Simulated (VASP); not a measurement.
# SrLi2SnS4 (I-42m) in VASP: settings compared

SrLi2SnS4 is run at these levels: PBE, r2SCAN; tasks: single point.

Everything below comes from runs of VASP 6.6.1. Logs are shortened: lines on timing, memory, paths and dates and some standing lists are left out, and cuts for length are marked.

## Step 1: The cell of the first run

The structure is tetragonal, space group I-42m (No. 121). Conventional cell: a = 6.832 Å, b = 6.832 Å, c = 8.269 Å, α = 90.00°, β = 90.00°, γ = 90.00°. Li (site symmetry -4) has 4 S at 2.53 Å within 3.3 Å. Within 4.2 Å of Sr (site symmetry -42m) lie 8 S at 3.15 to 3.38 Å and 8 Li at 3.99 Å and 2 Sn at 4.13 Å. Sn (site symmetry -42m) has 4 S at 2.46 Å within 3.3 Å. Within 3.4 Å of S (site symmetry m) lie 1 Sn at 2.46 Å and 2 Li at 2.53 Å and 2 Sr at 3.15 to 3.38 Å.

## Step 2: Single point, PBE (24.12 Å³/atom)

The input, INCAR:

```
SYSTEM = SrLi2SnS4
PREC     = Accurate       ! precision mode
ENCUT    = 520            ! plane-wave cutoff, eV
EDIFF    = 1E-6           ! SCF threshold, eV
ISMEAR   = 0              ! smearing method
SIGMA    = 0.01           ! smearing width, eV
LREAL    = .False.        ! projectors in reciprocal space
LASPH    = .True.         ! aspherical terms in the spheres
NELM     = 80             ! most SCF steps
ALGO     = Normal         ! electronic algorithm
ISIF     = 2              ! what is computed and relaxed
LWAVE    = .False.        ! write WAVECAR
LCHARG   = .False.        ! write CHGCAR
GGA      = PE             ! functional
NBANDS   = 37             ! bands
```

The input, KPOINTS:

```
regular mesh
0
Gamma
  4 4 4
  0 0 0
```

The input, POSCAR:

```
SrLi2SnS4
1.0
   -3.4158706773      3.4158706773      4.1345662057
    3.4158706773     -3.4158706773      4.1345662057
    3.4158706773      3.4158706773     -4.1345662057
Li Sr Sn S
2 1 1 4
Direct
    0.2500000000      0.7500000000      0.5000000000
    0.7500000000      0.2500000000      0.5000000000
    0.5000000000      0.5000000000      0.0000000000
    0.0000000000      0.0000000000      0.0000000000
    0.0370007284      0.0370007284      0.4170733957
    0.9629992716      0.3800726673      0.0000000000
    0.6199273327      0.6199273327      0.5829266043
    0.3800726673      0.9629992716      0.0000000000
```

Potentials or basis: VASP PAW PBE potentials, release 64 (Li_sv, Sr_sv, Sn_d, S).

Run with:

```console
cat potpaw_PBE.64/Li_sv/POTCAR potpaw_PBE.64/Sr_sv/POTCAR potpaw_PBE.64/Sn_d/POTCAR potpaw_PBE.64/S/POTCAR > POTCAR
mpirun -np 1 vasp_std > vasp.out
```

OUTCAR:

```text
SYSTEM = SrLi2SnS4
   PREC = Accurate
   ENCUT = 520
   EDIFF = 1E-6
   ISMEAR = 0
   LREAL = .False.
   LASPH = .True.
   NELM = 80
   ISIF = 2
   GGA = PE

 ion  position               nearest neighbor table
   1  0.250  0.750  0.500-   5 2.53   7 2.53   8 2.53   6 2.53
   2  0.750  0.250  0.500-   5 2.53   6 2.53   7 2.53   8 2.53
   3  0.500  0.500  0.000-   6 3.15   8 3.15   5 3.15   7 3.15   5 3.38   7 3.38   8 3.38   6 3.38
                             4 4.13   4 4.13
   4  0.000  0.000  0.000-   5 2.46   7 2.46   6 2.46   8 2.46   3 4.13   3 4.13
   5  0.037  0.037  0.417-   4 2.46   2 2.53   1 2.53   3 3.15   3 3.38
   6  0.963  0.380  0.000-   4 2.46   1 2.53   2 2.53   3 3.15   3 3.38
   7  0.620  0.620  0.583-   4 2.46   2 2.53   1 2.53   3 3.15   3 3.38
   8  0.380  0.963  0.000-   4 2.46   2 2.53   1 2.53   3 3.15   3 3.38

  LATTYP: Found a body centered tetragonal cell.
 ALAT       =     6.8317413546
 C/A-ratio  =     1.2103989279

  Lattice vectors:

 A1 = (  -3.4158706773,   3.4158706773,   4.1345662057)
 A2 = (   3.4158706773,  -3.4158706773,   4.1345662057)
 A3 = (   3.4158706773,   3.4158706773,  -4.1345662057)

Analysis of symmetry for initial positions (statically):
=====================================================================
 Subroutine PRICEL returns:
 Original cell was already a primitive cell.

 Routine SETGRP: Setting up the symmetry group for a
 body centered tetragonal supercell.

 Subroutine GETGRP returns: Found  8 space group operations
 (whereof  8 operations were pure point group operations)
 out of a pool of 16 trial point group operations.

The static configuration has the point symmetry D_2d.

Analysis of symmetry for dynamics (positions and initial velocities):
=====================================================================
 Subroutine PRICEL returns:
 Original cell was already a primitive cell.

 Routine SETGRP: Setting up the symmetry group for a
 body centered tetragonal supercell.

 Subroutine GETGRP returns: Found  8 space group operations
 (whereof  8 operations were pure point group operations)
 out of a pool of 16 trial point group operations.

The dynamic configuration has the point symmetry D_2d.

 Subroutine INISYM returns: Found  8 space group operations
 (whereof  8 operations are pure point group operations),
 and found     1 'primitive' translations

----------------------------------------------------------------------------------------

                                     Primitive cell

  volume of cell :     192.9713

  direct lattice vectors                    reciprocal lattice vectors
    -3.415870677  3.415870677  4.134566206     0.000000000  0.146375565  0.120931671
     3.415870677 -3.415870677  4.134566206     0.146375565  0.000000000  0.120931671
     3.415870677  3.415870677 -4.134566206     0.146375565  0.146375565  0.000000000

  length of vectors
     6.358536206  6.358536206  6.358536206     0.189869100  0.189869100  0.207006309

  position of ions in fractional coordinates (direct lattice)
     0.250000000  0.750000000  0.500000000
     0.750000000  0.250000000  0.500000000
     0.500000000  0.500000000  0.000000000
     0.000000000  0.000000000  0.000000000
     0.037000728  0.037000728  0.417073396
     0.962999272  0.380072667  0.000000000
     0.619927333  0.619927333  0.582926604
     0.380072667  0.962999272  0.000000000

  ion indices of the primitive-cell ions
   primitive index   ion index
                 1           1
                 2           2
                 3           3
                 4           4
                 5           5
                 6           6
                 7           7
                 8           8

----------------------------------------------------------------------------------------

 KPOINTS: regular mesh

Automatic generation of k-mesh.
 Grid dimensions read from file:
 generate k-points for:    4    4    4

 Generating k-lattice:

  Cartesian coordinates                     Fractional coordinates (reciprocal lattice)
     0.000000000  0.036593891  0.030232918     0.250000000  0.000000000  0.000000000
     0.036593891  0.000000000  0.030232918     0.000000000  0.250000000  0.000000000
     0.036593891  0.036593891  0.000000000     0.000000000  0.000000000  0.250000000

  Length of vectors
     0.047467275  0.047467275  0.051751577

  Shift w.r.t. Gamma in fractional coordinates (k-lattice)
     0.000000000  0.000000000  0.000000000

 Subroutine IBZKPT returns following result:
 ===========================================

 Found     13 irreducible k-points:

 Following reciprocal coordinates:
            Coordinates               Weight
  0.000000  0.000000  0.000000      1.000000
  0.250000  0.000000  0.000000      8.000000
  0.500000  0.000000  0.000000      4.000000
  0.250000  0.250000  0.000000      8.000000
  0.500000  0.250000 -0.000000     16.000000
 -0.250000  0.250000  0.000000      4.000000
  0.500000  0.500000  0.000000      2.000000
  0.250000  0.250000  0.250000      2.000000
 -0.250000  0.250000  0.250000      4.000000
  0.500000  0.500000  0.250000      4.000000
 -0.250000  0.500000  0.250000      8.000000
 -0.250000 -0.250000  0.250000      2.000000
  0.500000  0.500000  0.500000      1.000000
   k-points           NKPTS =     13   k-points in BZ     NKDIM =     13   number of bands    NBANDS=     37
   number of dos      NEDOS =    301   number of ions     NIONS =      8
   total plane-waves  NPLWV = 110592
   dimension x,y,z NGX =    48 NGY =   48 NGZ =   48
   dimension x,y,z NGXF=    96 NGYF=   96 NGZF=   96
   ions per type =               2   1   1   4
   NGX,Y,Z   is equivalent  to a cutoff of  12.55, 12.55, 12.55 a.u.
   NGXF,Y,Z  is equivalent  to a cutoff of  25.10, 25.10, 25.10 a.u.
 SYSTEM =  SrLi2SnS4
   PREC   = accura    normal or accurate (medium, high low for compatibility)
   ISTART =      0    job   : 0-new  1-cont  2-samecut
   ICHARG =      2    charge: 1-file 2-atom 10-const
   ISPIN  =      1    spin polarized calculation?
   LNONCOLLINEAR =      F non collinear calculations
   LSORBIT =      F    spin-orbit coupling
   LASPH  =      T    aspherical Exc in radial PAW
   ENCUT  =  520.0 eV  38.22 Ry    6.18 a.u.  11.82 11.82 11.82*2*pi/ulx,y,z
   NELM   =     80;   NELMIN=  2; NELMDL= -5     # of ELM steps
   EDIFF  = 0.1E-05   stopping-criterion for ELM
   LREAL  =      F    real-space projection
   EDIFFG = 0.1E-04   stopping-criterion for IOM
   NSW    =      0    number of steps for IOM
   IBRION =     -1    ionic relax: 0-MD 1-quasi-New 2-CG
   NFREE  =      0    steps in history (QN), initial steepest desc. (CG)
   ISIF   =      2    stress and relaxation
   ISYM   =      2    0-nonsym 1-usesym 2-fastsym
   POTIM  = 0.5000    time-step for ionic-motion
   TEBEG  =    0.0;   TEEND  =   0.0 temperature during run
   PSTRESS=    0.0 pullay stress
   NELECT =      54.0000    total number of electrons
   NUPDOWN=      -1.0000    fix difference up-down
   EMIN   =  10.00;   EMAX   =-10.00  energy-range for DOS
   EFERMI =   0.00;   METHOD = LEGACY
   ISMEAR =     0;   SIGMA  =   0.01  broadening in eV -4-tet -1-fermi 0-gaus
   EFERMI_NEDOS =   21; number of points for ismear=-14 and -15
   IALGO  =     38    algorithm
   IMIX   =      4    mixing-type and parameters
     AMIX     =   0.40;   BMIX     =  1.00
     AMIX_MAG =   1.60;   BMIX_MAG =  1.00
  volume/ion in A,a.u.               =      24.12       162.78
  Fermi-wavevector in a.u.,A,eV,Ry     =   1.070800  2.023519 15.600621  1.146613
  Thomas-Fermi vector in A             =   2.206521
   LORBIT       =      0    0 simple, 1 ext, 2 COOP (PROOUT), +10 PAW based schemes
   GGA     = PE    functional components
   LHFCALC =     F    Hartree Fock is set to
   AEXX    =    0.0000 exact exchange contribution
   IVDW    =     0    specifies the selected vdW correction
   LEPSILON=     F    determine dielectric tensor
   LRPA    =     F    only Hartree local field effects (RPA)
 non-spin polarized calculation
 Gauss-broadening in eV      SIGMA  =   0.01
  energy-cutoff  :      520.00
  volume of cell :      192.97
 maximum number of plane-waves:      5206
   NGX = 23   NGY = 23   NGZ = 23

 number of electron      53.9999974 magnetization

 Free energy of the ion-electron system (eV)
  ---------------------------------------------------
  ext. energy  EPLUGINS =         0.00000000
  ---------------------------------------------------
  free energy    TOTEN  =       -35.58699761 eV

  energy without entropy =      -35.58699761  energy(sigma->0) =      -35.58699761

 E-fermi :   2.3419     XC(G=0):  -8.5144

 val. band max:        2.1777439959   @ k =   0.5000   0.5000   0.5000
 cond. band min:       4.3463575622   @ k =   0.0000   0.0000   0.0000
 fundamental gap:      2.1686135663
 Fermi energy:         2.3418793106

 k-point     1 :       0.0000    0.0000    0.0000
  band No.  band energies     occupation
      1     -42.5058      2.00000
      2     -42.5056      2.00000
      3     -32.2438      2.00000
      4     -18.7342      2.00000
      5     -18.7342      2.00000
      6     -18.7237      2.00000
[... 29 lines left out ...]
     36       8.4512      0.00000
     37       8.4512      0.00000

 k-point     2 :       0.2500    0.0000    0.0000
  band No.  band energies     occupation
      1     -42.5058      2.00000
      2     -42.5057      2.00000
      3     -32.2438      2.00000
      4     -18.7340      2.00000
      5     -18.7340      2.00000
      6     -18.7236      2.00000
[... 29 lines left out ...]
     36       8.3175      0.00000
     37       8.6499      0.00000
[... 398 lines left out ...]
     36       8.2535      0.00000
     37       8.7121      0.00000

 k-point    13 :       0.5000    0.5000    0.5000
  band No.  band energies     occupation
      1     -42.5058      2.00000
      2     -42.5057      2.00000
      3     -32.2437      2.00000
      4     -18.7333      2.00000
      5     -18.7333      2.00000
      6     -18.7232      2.00000
[... 29 lines left out ...]
     36       8.6343      0.00000
     37       8.9141      0.00000

------------------------ aborting loop because EDIFF is reached ----------------------------------------

  FORCE on cell =-STRESS in cart. coord.  units (eV):
  Direction    XX          YY          ZZ          XY          YZ          ZX
  --------------------------------------------------------------------------------------
  -------------------------------------------------------------------------------------
  Total       -3.4422000     -3.4422000     -2.7755996      0.0000000      0.0000000      0.0000000
  in kB      -28.5794521    -28.5794521    -23.0448889      0.0000000      0.0000000      0.0000000
  external PRESSURE =     -26.7345977 kB  Pullay stress =       0.0000000 kB

 VOLUME and BASIS-vectors are now :
 -----------------------------------------------------------------------------
  energy-cutoff  :      520.00
  volume of cell :      192.97
      direct lattice vectors                 reciprocal lattice vectors
    -3.415870677  3.415870677  4.134566206     0.000000000  0.146375565  0.120931671
     3.415870677 -3.415870677  4.134566206     0.146375565  0.000000000  0.120931671
     3.415870677  3.415870677 -4.134566206     0.146375565  0.146375565  0.000000000

 POSITION                                       TOTAL-FORCE (eV/Angst)
 -----------------------------------------------------------------------------------
      3.41587     -0.00000      2.06728         0.000000     -0.000000      0.000000
     -0.00000      3.41587      2.06728         0.000000     -0.000000     -0.000000
      0.00000      0.00000      4.13457         0.000000     -0.000000     -0.000000
      0.00000      0.00000      0.00000         0.000000     -0.000000      0.000000
      1.42467      1.42467     -1.41845        -0.208395     -0.208395      0.197476
     -1.99120      1.99120      5.55302        -0.208395      0.208395     -0.197476
      1.99120      1.99120      2.71611         0.208395      0.208395      0.197476
      1.99120     -1.99120      5.55302         0.208395     -0.208395     -0.197476
 -----------------------------------------------------------------------------------
    total drift:                               -0.000001     -0.000001     -0.000001

  FREE ENERGIE OF THE ION-ELECTRON SYSTEM (eV)
  ---------------------------------------------------
  free  energy   TOTEN  =       -35.5869976108 eV

  energy  without entropy=      -35.5869976108  energy(sigma->0) =      -35.58699761
```

Wall time 2.1 min (1 thread of Oxide Virtual Turin-like, shared host); peak memory 0.34 GiB.

Results:

| Property | Result |
| --- | --- |
| Free energy | -35.5870 eV |
| Largest force | 0.355 eV/Å |
| Band gap on the k mesh | 2.17 eV (least direct gap 2.27 eV) |

Forces on the atoms (eV/Å):
```
Li   0.000  0.000  0.000
Li   0.000  0.000  0.000
Sr   0.000  0.000  0.000
Sn   0.000  0.000  0.000
S   -0.208 -0.208  0.197
S   -0.208  0.208 -0.197
S    0.208  0.208  0.197
S    0.208 -0.208 -0.197
```

Caveat: the cutoff is under 1.25 times the usual one of these potentials, so pressure, stress and relaxed cells hold a basis-set (Pulay) error; spin-orbit coupling is left out, which moves the levels of the heavy elements.

[end of part 1 of 2]
